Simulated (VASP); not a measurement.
# MoRu5 (P-6m2) in VASP: a series of runs

The runs below take MoRu5 through single point, with PBE.

Program: VASP 6.6.1. These are calculated values, not measurements. Logs are shortened: lines on timing, memory, paths and dates and some standing lists are left out, and cuts for length are marked.

## 1. The cell of the first run

Symmetry: P-6m2, No. 187, hexagonal system. Conventional cell: a = 2.620 Å, b = 2.620 Å, c = 12.533 Å, α = 90.00°, β = 90.00°, γ = 120.00°. Within 3.5 Å of Mo (site symmetry -6m2) lie 6 Ru at 2.62 Å and 6 Mo at 2.62 Å. Ru (site symmetry -6m2) has 12 Ru at 2.55 to 2.62 Å within 3.4 Å. Within 3.4 Å of Ru (site symmetry 3m) lie 9 Ru at 2.57 to 2.62 Å and 3 Mo at 2.62 Å. Ru (site symmetry 3m) has 12 Ru at 2.55 to 2.62 Å within 3.4 Å.

## 2. Single point, PBE (volume scaled by 0.88, then relaxed in part)

Input file INCAR:

```
PREC = Accurate
ENCUT = 520
EDIFF = 1E-7
ISMEAR = 0
SIGMA = 0.1
LREAL = False
LASPH = True
NELM = 80
ALGO = Fast
ISIF = 2
LWAVE = False
LCHARG = False
GGA = PE
NBANDS = 51
```

Input file KPOINTS:

```
Automatic mesh
0
Gamma
  18 18 4
```

Input file POSCAR:

```
MoRu5
1.0
    2.6196817314     -0.0000000277      0.0000000000
   -1.3098408417      2.2687109430      0.0000000000
    0.0000000000      0.0000000000     12.5330407306
Mo Ru
1 5
Direct
    0.0000000000      0.0000000000      0.5000000000
    0.3333333333      0.6666666667      0.0000000000
    0.3333333333      0.6666666667      0.3293943150
    0.3333333333      0.6666666667      0.6706056850
    0.0000000000      0.0000000000      0.8361566809
    0.0000000000      0.0000000000      0.1638433191
```

Potentials or basis: VASP PAW PBE potentials, release 64 (Mo_sv, Ru_pv).

Launch:

```bash
cat potpaw_PBE.64/Mo_sv/POTCAR potpaw_PBE.64/Ru_pv/POTCAR > POTCAR
mpirun -np 1 vasp_std > vasp.out
```

OUTCAR:

```text
PREC = Accurate
   ENCUT = 520
   EDIFF = 1E-7
   ISMEAR = 0
   LREAL = False
   LASPH = True
   NELM = 80
   ISIF = 2
   GGA = PE

 ion  position               nearest neighbor table
   1  0.000  0.000  0.500-   3 2.62   4 2.62   3 2.62   4 2.62   3 2.62   4 2.62
   2  0.333  0.667  0.000-   5 2.55   6 2.55   5 2.55   6 2.55   5 2.55   6 2.55
   3  0.333  0.667  0.329-   6 2.57   6 2.57   6 2.57   1 2.62   1 2.62   1 2.62
   4  0.333  0.667  0.671-   5 2.57   5 2.57   5 2.57   1 2.62   1 2.62   1 2.62
   5  0.000  0.000  0.836-   2 2.55   2 2.55   2 2.55   4 2.57   4 2.57   4 2.57
   6  0.000  0.000  0.164-   2 2.55   2 2.55   2 2.55   3 2.57   3 2.57   3 2.57

  LATTYP: Found a hexagonal cell.
 ALAT       =     2.6196817314
 C/A-ratio  =     4.7841844986

  Lattice vectors:

 A1 = (   2.6196817314,  -0.0000000277,   0.0000000000)
 A2 = (  -1.3098408417,   2.2687109430,   0.0000000000)
 A3 = (   0.0000000000,   0.0000000000,  12.5330407306)

Analysis of symmetry for initial positions (statically):
=====================================================================
 Subroutine PRICEL returns:
 Original cell was already a primitive cell.

 Routine SETGRP: Setting up the symmetry group for a
 hexagonal supercell.

 Subroutine GETGRP returns: Found 12 space group operations
 (whereof 12 operations were pure point group operations)
 out of a pool of 24 trial point group operations.

The static configuration has the point symmetry D_3h.

Analysis of symmetry for dynamics (positions and initial velocities):
=====================================================================
 Subroutine PRICEL returns:
 Original cell was already a primitive cell.

 Routine SETGRP: Setting up the symmetry group for a
 hexagonal supercell.

 Subroutine GETGRP returns: Found 12 space group operations
 (whereof 12 operations were pure point group operations)
 out of a pool of 24 trial point group operations.

The dynamic configuration has the point symmetry D_3h.

 Subroutine INISYM returns: Found 12 space group operations
 (whereof 12 operations are pure point group operations),
 and found     1 'primitive' translations

----------------------------------------------------------------------------------------

                                     Primitive cell

  volume of cell :      74.4876

  direct lattice vectors                    reciprocal lattice vectors
     2.619681731 -0.000000028  0.000000000     0.381725762  0.220389466  0.000000000
    -1.309840842  2.268710943  0.000000000     0.000000005  0.440778941  0.000000000
     0.000000000  0.000000000 12.533040731     0.000000000  0.000000000  0.079789097

  length of vectors
     2.619681731  2.619681731 12.533040731     0.440778941  0.440778941  0.079789097

  position of ions in fractional coordinates (direct lattice)
     0.000000000  0.000000000  0.500000000
     0.333333333  0.666666667  0.000000000
     0.333333333  0.666666667  0.329394315
     0.333333333  0.666666667  0.670605685
     0.000000000  0.000000000  0.836156681
     0.000000000  0.000000000  0.163843319

  ion indices of the primitive-cell ions
   primitive index   ion index
                 1           1
                 2           2
                 3           3
                 4           4
                 5           5
                 6           6

----------------------------------------------------------------------------------------

 KPOINTS: Automatic mesh

Automatic generation of k-mesh.
 Grid dimensions read from file:
 generate k-points for:   18   18    4

 Generating k-lattice:

  Cartesian coordinates                     Fractional coordinates (reciprocal lattice)
     0.021206987  0.012243859  0.000000000     0.055555556  0.000000000  0.000000000
     0.000000000  0.024487719  0.000000000     0.000000000  0.055555556  0.000000000
     0.000000000  0.000000000  0.019947274     0.000000000  0.000000000  0.250000000

  Length of vectors
     0.024487719  0.024487719  0.019947274

  Shift w.r.t. Gamma in fractional coordinates (k-lattice)
     0.000000000  0.000000000  0.000000000

 Subroutine IBZKPT returns following result:
 ===========================================

 Found    111 irreducible k-points:

 Following reciprocal coordinates:
            Coordinates               Weight
  0.000000  0.000000  0.000000      1.000000
  0.055556  0.000000  0.000000      6.000000
  0.111111  0.000000  0.000000      6.000000
  0.166667  0.000000  0.000000      6.000000
  0.222222  0.000000  0.000000      6.000000
  0.277778  0.000000  0.000000      6.000000
[... 16 lines left out ...]
  0.333333  0.111111  0.000000     12.000000
  0.388889  0.111111  0.000000     12.000000
 [... further k-points ...]
   k-points           NKPTS =    111   k-points in BZ     NKDIM =    111   number of bands    NBANDS=     51
   number of dos      NEDOS =    301   number of ions     NIONS =      6
   total plane-waves  NPLWV =  38400
   dimension x,y,z NGX =    20 NGY =   20 NGZ =   96
   dimension x,y,z NGXF=    40 NGYF=   40 NGZF=  192
   ions per type =               1   5
   NGX,Y,Z   is equivalent  to a cutoff of  12.69, 12.69, 12.73 a.u.
   NGXF,Y,Z  is equivalent  to a cutoff of  25.38, 25.38, 25.47 a.u.
 SYSTEM =  unknown system
   PREC   = accura    normal or accurate (medium, high low for compatibility)
   ISTART =      0    job   : 0-new  1-cont  2-samecut
   ICHARG =      2    charge: 1-file 2-atom 10-const
   ISPIN  =      1    spin polarized calculation?
   LNONCOLLINEAR =      F non collinear calculations
   LSORBIT =      F    spin-orbit coupling
   LASPH  =      T    aspherical Exc in radial PAW
   ENCUT  =  520.0 eV  38.22 Ry    6.18 a.u.   4.87  4.87 23.30*2*pi/ulx,y,z
   NELM   =     80;   NELMIN=  2; NELMDL= -5     # of ELM steps
   EDIFF  = 0.1E-06   stopping-criterion for ELM
   LREAL  =      F    real-space projection
   EDIFFG = 0.1E-05   stopping-criterion for IOM
   NSW    =      0    number of steps for IOM
   IBRION =     -1    ionic relax: 0-MD 1-quasi-New 2-CG
   NFREE  =      0    steps in history (QN), initial steepest desc. (CG)
   ISIF   =      2    stress and relaxation
   ISYM   =      2    0-nonsym 1-usesym 2-fastsym
   POTIM  = 0.5000    time-step for ionic-motion
   TEBEG  =    0.0;   TEEND  =   0.0 temperature during run
   PSTRESS=    0.0 pullay stress
   NELECT =      84.0000    total number of electrons
   NUPDOWN=      -1.0000    fix difference up-down
   EMIN   =  10.00;   EMAX   =-10.00  energy-range for DOS
   EFERMI =   0.00;   METHOD = LEGACY
   ISMEAR =     0;   SIGMA  =   0.10  broadening in eV -4-tet -1-fermi 0-gaus
   EFERMI_NEDOS =   21; number of points for ismear=-14 and -15
   IALGO  =     68    algorithm
   IMIX   =      4    mixing-type and parameters
     AMIX     =   0.40;   BMIX     =  1.00
     AMIX_MAG =   1.60;   BMIX_MAG =  1.00
  volume/ion in A,a.u.               =      12.41        83.78
  Fermi-wavevector in a.u.,A,eV,Ry     =   1.704014  3.220120 39.506753  2.903664
  Thomas-Fermi vector in A             =   2.783495
   LORBIT       =      0    0 simple, 1 ext, 2 COOP (PROOUT), +10 PAW based schemes
   GGA     = PE    functional components
   LHFCALC =     F    Hartree Fock is set to
   AEXX    =    0.0000 exact exchange contribution
   IVDW    =     0    specifies the selected vdW correction
   LEPSILON=     F    determine dielectric tensor
   LRPA    =     F    only Hartree local field effects (RPA)
 non-spin polarized calculation
 RMM-DIIS sequential band-by-band and
 Gauss-broadening in eV      SIGMA  =   0.10
  energy-cutoff  :      520.00
  volume of cell :       74.49
 maximum number of plane-waves:      2046
 NGX is ok and might be reduce to    20

 number of electron      84.0000010 magnetization

 Free energy of the ion-electron system (eV)
  ---------------------------------------------------
  ext. energy  EPLUGINS =         0.00000000
  ---------------------------------------------------
  free energy    TOTEN  =       -55.48160068 eV

  energy without entropy =      -55.45641165  energy(sigma->0) =      -55.46900617

 E-fermi :  14.7947     XC(G=0): -14.6897

 val. band max:       14.7919860310   @ k =   0.2222   0.2222   0.5000
 cond. band min:      14.7992921121   @ k =   0.2778   0.0000   0.2500
 fundamental gap:      0.0073060811
 Fermi energy:        14.7947246990

 k-point     1 :       0.0000    0.0000    0.0000
  band No.  band energies     occupation
      1     -45.9489      2.00000
      2     -29.2145      2.00000
      3     -28.7825      2.00000
      4     -28.3833      2.00000
      5     -28.0265      2.00000
      6     -28.0265      2.00000
[... 43 lines left out ...]
     50      16.2928      0.00000
     51      16.4541      0.00000

 k-point     2 :       0.0556    0.0000    0.0000
  band No.  band energies     occupation
      1     -45.9381      2.00000
      2     -29.2023      2.00000
      3     -28.7781      2.00000
      4     -28.3881      2.00000
      5     -28.0550      2.00000
      6     -28.0364      2.00000
[... 43 lines left out ...]
     50      16.3108      0.00000
     51      16.5224      0.00000

 k-point     3 :       0.1111    0.0000    0.0000
  band No.  band energies     occupation
      1     -45.9070      2.00000
      2     -29.1669      2.00000
      3     -28.7681      2.00000
      4     -28.4082      2.00000
      5     -28.1356      2.00000
      6     -28.0645      2.00000
[... 43 lines left out ...]
     50      16.2584      0.00000
     51      16.3939      0.00000
[... 1027 lines left out ...]
 k-point    23 :       0.3333    0.1111    0.0000
  band No.  band energies     occupation
      1     -45.6110      2.00000
      2     -29.0473      2.00000
      3     -29.0372      2.00000
      4     -28.8383      2.00000
      5     -28.7145      2.00000
      6     -28.5847      2.00000
[... 43 lines left out ...]
     50      18.0313      0.00000
     51      18.4004      0.00000

 k-point    24 :       0.3889    0.1111    0.0000
  band No.  band energies     occupation
      1     -45.5799      2.00000
      2     -29.1137      2.00000
      3     -29.0893      2.00000
      4     -28.9055      2.00000
      5     -28.7293      2.00000
      6     -28.6411      2.00000
[... 43 lines left out ...]
     50      19.1243      0.00000
     51      19.1549      0.00000

 [... further k-points ...]
[... 5 lines left out ...]
  --------------------------------------------------------------------------------------
  -------------------------------------------------------------------------------------
  Total       24.0335726     24.0335726     24.0598356      0.0000000      0.0000000      0.0000000
  in kB      516.9455128    516.9455127    517.5104128      0.0000000      0.0000000      0.0000000
  external PRESSURE =     517.1338128 kB  Pullay stress =       0.0000000 kB

 VOLUME and BASIS-vectors are now :
 -----------------------------------------------------------------------------
  energy-cutoff  :      520.00
  volume of cell :       74.49
      direct lattice vectors                 reciprocal lattice vectors
     2.619681731 -0.000000028  0.000000000     0.381725762  0.220389466  0.000000000
    -1.309840842  2.268710943  0.000000000     0.000000005  0.440778941  0.000000000
     0.000000000  0.000000000 12.533040731     0.000000000  0.000000000  0.079789097

 POSITION                                       TOTAL-FORCE (eV/Angst)
 -----------------------------------------------------------------------------------
      0.00000      0.00000      6.26652         0.000000     -0.000000      0.000000
      0.00000      1.51247      0.00000        -0.000000     -0.000000      0.000000
      0.00000      1.51247      4.12831         0.000000     -0.000000     -0.019658
      0.00000      1.51247      8.40473         0.000000     -0.000000      0.019658
      0.00000      0.00000     10.47959         0.000000      0.000000     -0.004048
      0.00000      0.00000      2.05345         0.000000      0.000000      0.004048
 -----------------------------------------------------------------------------------
    total drift:                               -0.000000      0.000000     -0.000000

  FREE ENERGIE OF THE ION-ELECTRON SYSTEM (eV)
  ---------------------------------------------------
  free  energy   TOTEN  =       -55.4816006807 eV

  energy  without entropy=      -55.4564116516  energy(sigma->0) =      -55.46900617
```

Run time: 4.8 min. Hardware: 1 thread of Intel Xeon 6975P-C (Granite Rapids), shared host; peak memory 0.42 GiB.

Results:

```
Free energy            : -55.4816 eV
Pressure               : 51.7 GPa
Largest force          : 0.020 eV/Å
Band gap on the k mesh : zero (band 42 reaches 16.73 eV, above the bottom of band 43 at 13.60 eV)
```

Forces on the atoms (eV/Å):
```
Mo   0.000  0.000  0.000
Ru   0.000  0.000  0.000
Ru   0.000  0.000 -0.020
Ru   0.000  0.000  0.020
Ru   0.000  0.000 -0.004
Ru   0.000  0.000  0.004
```

Levels at points of the mesh, in eV from the Fermi level:
```csv
k point,band 39,band 40,band 41,band 42,band 43,band 44
"(0.00, 0.00, 0.00)",-1.35,-1.35,-1.27,-1.19,-1.19,-1.13
"(0.50, 0.00, 0.00)",0.35,0.99,1.71,1.94,2.04,2.22
"(0.00, 0.00, 0.50)",-2.18,-1.40,-1.40,-0.86,-0.86,-0.57
"(0.50, 0.00, 0.50)",0.35,0.75,1.18,1.63,1.66,1.96
```

## 3. Single point, PBE

This run uses another cell than the first one: it holds 12 atoms, not 6.

Input file INCAR:

```
SYSTEM = MoRu5
PREC     = Accurate       ! precision mode
ENCUT    = 520            ! plane-wave cutoff, eV
EDIFF    = 1E-6           ! SCF threshold, eV
ISMEAR   = 0              ! smearing method
SIGMA    = 0.2            ! smearing width, eV
LREAL    = .False.        ! projectors in reciprocal space
LASPH    = .True.         ! aspherical terms in the spheres
NELM     = 100            ! most SCF steps
ALGO     = Fast           ! electronic algorithm
ISIF     = 2              ! what is computed and relaxed
LWAVE    = .False.        ! write WAVECAR
LCHARG   = .False.        ! write CHGCAR
GGA      = PE             ! functional
NBANDS   = 96             ! bands
```

Input file KPOINTS:

```
regular mesh
0
Gamma
  12 12 1
  0 0 0
```

Input file POSCAR:

```
MoRu5
1.0
    2.7383420868     -0.0000000289      0.0000000000
   -1.3691710184      2.3714738259      0.0000000000
    0.0000000000      0.0000000000     26.0690638000
Mo Ru
2 10
Direct
    0.0000000000      0.0000000000      0.2500000000
    0.0000000000      0.0000000000      0.7500000000
    0.3333333333      0.6666666667      0.0000000000
    0.3333333333      0.6666666667      0.5000000000
    0.3333333333      0.6666666667      0.1643715000
    0.3333333333      0.6666666667      0.6643715000
    0.3333333333      0.6666666667      0.3356285000
    0.3333333333      0.6666666667      0.8356285000
    0.0000000000      0.0000000000      0.4183685000
    0.0000000000      0.0000000000      0.9183685000
    0.0000000000      0.0000000000      0.0816315000
    0.0000000000      0.0000000000      0.5816315000
```

Potentials or basis: VASP PAW PBE potentials, release 64 (Mo_sv, Ru_pv).

Launch:

```bash
cat potpaw_PBE.64/Mo_sv/POTCAR potpaw_PBE.64/Ru_pv/POTCAR > POTCAR
mpirun -np 1 vasp_std > vasp.out
```

It took 10 min on 1 thread of Intel Xeon 6975P-C (Granite Rapids), shared host; peak memory 0.41 GiB.

The run converged. Its results:

```
Free energy            : -113.9599 eV
Pressure               : 0.2 GPa
Largest force          : 0.024 eV/Å
Band gap on the k mesh : zero (band 84 reaches 13.77 eV, above the bottom of band 85 at 11.47 eV)
```

Forces on the atoms (eV/Å):
```
Mo   0.000  0.000  0.000
Mo   0.000  0.000  0.000
Ru   0.000  0.000  0.000
Ru   0.000  0.000  0.000
Ru   0.000  0.000  0.024
Ru   0.000  0.000  0.024
Ru   0.000  0.000 -0.024
Ru   0.000  0.000 -0.024
Ru   0.000  0.000  0.001
Ru   0.000  0.000  0.001
Ru   0.000  0.000 -0.001
Ru   0.000  0.000 -0.001
```

Stress tensor (GPa, compression positive):
```
-0.18  0.00  0.00
 0.00 -0.18  0.00
 0.00  0.00  1.10
```

Levels at points of the mesh, in eV from the Fermi level:
```
           k point  band 79  band 80  band 81  band 82  band 83  band 84  band 85  band 86
(0.00, 0.00, 0.00)    -1.18    -1.18    -1.16    -1.16    -1.04    -0.96    -0.96    -0.70
(0.50, 0.00, 0.00)     0.60     0.83     0.97     1.30     1.31     1.34     1.55     1.57
```
